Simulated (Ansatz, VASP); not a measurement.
# In in VASP and in Ansatz

```
CELL_PARAMETERS angstrom
-1.88253 1.88253 1.88253
1.88253 -1.88253 1.88253
1.88253 1.88253 -1.88253
ATOMIC_POSITIONS crystal
In 0.00000 0.00000 0.00000
```

Alike in both runs: functional r2SCAN; k mesh 6 × 6 × 6; occupations fermi-dirac, width 0.05 eV; no spin polarisation.

```csv
,VASP,Ansatz
version,VASP 6.6.1,Ansatz 0.2.0
potentials or method,"VASP PAW PBE potentials, release 64 (In_d)",Ansatz PAW
plane-wave cutoff (eV),520,500
valence electrons in the cell,13,13
task,single point,projected density of states
```

|  | VASP | Ansatz | Ansatz less VASP |
| --- | --- | --- | --- |
| gap on the k mesh at the Fermi level (eV) | none | none | - |
| pressure (GPa) | -0.9 | -0.9 | -0.03 |

VASP's potentials were made for PBE, not for r2SCAN. A gap of «none» marks a metal or a gap that the smearing closes.

The k mesh is coarse, so the values compare programs but aren't converged.
